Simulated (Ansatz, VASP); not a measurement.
# One calculation of BaTiO3, two programs

```
Ba Ti O
1.0
     2.86037    1.65144    2.34605
    -2.86037    1.65144    2.34605
     0.00000   -3.30287    2.34605
Ba Ti O
1 1 3
Direct
  0.00268 0.00268 0.00268
  0.50045 0.50045 0.40962
  0.49032 0.49032 0.98258
  0.49032 0.98258 0.49032
  0.98258 0.49032 0.49032
```

Alike in both runs: task single point; functional PBE; k mesh 6 × 6 × 6; occupations gaussian, width 0.05 eV; no spin polarisation; Hubbard terms Ti d U = 4.0 eV.

|  | VASP | Ansatz |
| --- | --- | --- |
| version | VASP 6.6.1 | Ansatz 0.2.0 |
| potentials or method | VASP PAW PBE potentials, release 64 (Ba_sv, Ti_sv, O), cutoff 520 eV | scalar-relativistic, plane waves, PAW |
| valence electrons in the cell | 40 | 40 |

Ansatz gave:

```
gap on the k mesh at the Fermi level (eV)                     : 2.40
least direct gap on the mesh (eV)                             : 2.92
pressure (GPa)                                                : 3.3
traceless stress, the component that is largest in VASP (GPa) : -3.78
rms of the force components (eV/Å)                            : 1.051
```

Estimate VASP's values.

gap on the k mesh at the Fermi level (eV): 2.31; least direct gap on the mesh (eV): 2.84; pressure (GPa): 7.0; traceless stress, the component that is largest in VASP (GPa): -5.01; rms of the force components (eV/Å): 1.346.

The programs project onto different local orbitals, so the same U acts differently, and such runs can settle in different states. Atom by atom the forces differ by 0.363 eV/Å (rms over components).

Neither program's run includes spin-orbit coupling.
